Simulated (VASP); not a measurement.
Input of a VASP 6.6.1 run:

POSCAR

```
Ge
1.0
    3.9376509792      0.0000000000      0.0000000000
   -1.9688254896      3.4101057793      0.0000000000
    0.0000000000      0.0000000000      6.6191530894
Ge
4
Direct
    0.3333333333      0.6666666667      0.0015787682
    0.6666666667      0.3333333333      0.5015787682
    0.3333333333      0.6666666667      0.3734212318
    0.6666666667      0.3333333333      0.8734212318
```

The input INCAR.step1:

```
PREC = Accurate
ENCUT = 520
ISMEAR = -1
SIGMA = 0.02
LREAL = False
LASPH = True
NELM = 80
NBANDS = 36
GGA = PE
ALGO = Normal
EDIFF = 1E-4
LWAVE = True
LCHARG = False
```

Contents of INCAR.step2:

```
PREC = Accurate
ENCUT = 520
EDIFF = 1E-6
ISMEAR = -1
SIGMA = 0.02
LREAL = False
LASPH = True
NELM = 80
ALGO = Normal
ISIF = 2
LWAVE = False
LCHARG = False
METAGGA = R2SCAN
LMIXTAU = True
NBANDS = 36
ISTART = 1
```

The input KPOINTS:

```
regular mesh
0
Gamma
  12 12 4
```

Potentials or basis: VASP PAW PBE potentials, release 64 (Ge_d).

Launch:

```sh
$ cat potpaw_PBE.64/Ge_d/POTCAR > POTCAR
$ cp INCAR.step1 INCAR
$ mpirun -np 1 vasp_std > vasp.out
$ cp INCAR.step2 INCAR
$ mpirun -np 1 vasp_std > vasp.out
```

Problem. Estimate the pressure.

Solution. 2.0 GPa.

Problem. What does it give for the largest force?

Solution. 0.007 eV/Å.

Forces in eV/Å, atoms in the order of the input:
```
Ge   0.000  0.000  0.007
Ge   0.000  0.000  0.007
Ge   0.000  0.000 -0.007
Ge   0.000  0.000 -0.007
```

Caveat: the cell differs from its parent crystal (epitaxial xy strain -1.5%); the PAW data sets were made with another functional, which shifts forces and pressure a little.
